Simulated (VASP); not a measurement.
The system is N.

```xyz
2
Lattice="2.5195 0.0000 0.0000 -1.2597 2.1819 0.0000 0.0000 0.0000 2.4460" Properties=species:S:1:pos:R:3 pbc="T T T"
N     1.2597    0.7273    0.6115
N     0.0000    1.4546    1.8345
```

- Program: VASP 6.6.1
- Task: relaxation of cell and atoms
- Functional: r2SCAN
- Potentials or basis: VASP PAW PBE potentials, release 64 (N)
- Cutoff: 600 eV
- k mesh: 18 × 18 × 18
- Occupations: gaussian, width 0.1 eV
- Spin: no spin polarisation

At the start: pressure 6.3 GPa; volume 6.72 Å³/atom.

Problem. How do energy, volume and symmetry change on relaxing?

Solution. Over 5 steps the energy falls by 8.1 meV/atom and the volume is 6.95 Å³/atom (+3.4 %); space group P6_3/mmc (No. 194, to 0.05 Å).

Step by step:
| step | energy change (eV) | largest force (eV/Å) | pressure (GPa) | volume (Å³) |
| --- | --- | --- | --- | --- |
| 1 | 0.0000 | 0.0000 | 6.34 | 13.45 |
| 2 | -0.0147 | 0.0000 | -0.53 | 13.97 |
| 3 | -0.0160 | 0.0000 | 0.86 | 13.85 |
| 4 | -0.0162 | 0.0000 | -0.54 | 13.93 |
| 5 | -0.0163 | 0.0000 | 0.01 | 13.90 |

Final structure:
```xyz
2
Lattice="2.5641 0.0000 0.0000 -1.2820 2.2206 0.0000 0.0000 0.0000 2.4410" Properties=species:S:1:pos:R:3 pbc="T T T"
N     1.2820    0.7402    0.6102
N     0.0000    1.4804    1.8307
```

Caveat: the PAW data sets were made with another functional, which shifts forces and pressure a little.
